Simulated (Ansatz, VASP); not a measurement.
# One calculation of BeTe, two programs

```
Te Be
1.0
     0.00000    2.77000    2.77000
     2.77000    0.00000    2.77000
     2.77000    2.77000    0.00000
Te Be
1 1
Direct
  0.75000 0.75000 0.75000
  0.00000 0.00000 0.00000
```

Alike in both runs: task relaxation of cell and atoms; functional BLYP; dispersion D3(BJ); k mesh 8 × 8 × 8; occupations fermi-dirac, width 0.05 eV; no spin polarisation.

|  | VASP | Ansatz |
| --- | --- | --- |
| version | VASP 6.6.1 | Ansatz 0.2.0 |
| potentials or method | VASP PAW PBE potentials, release 64 (Te, Be), cutoff 600 eV | all-electron LAPW, scalar-relativistic |

VASP gave:

```
relaxed volume (Å³/atom)                                     : 21.56
relaxed cell length with the largest relative difference (Å) : 3.936
```

Q: Which values does Ansatz return?

A: Relaxed volume (Å³/atom): 21.47; relaxed cell length with the largest relative difference (Å): 3.931.

VASP's potentials were made for PBE, not for BLYP. Ansatz ran all-electron here, and VASP with PAW potentials.

Neither program's run includes spin-orbit coupling.
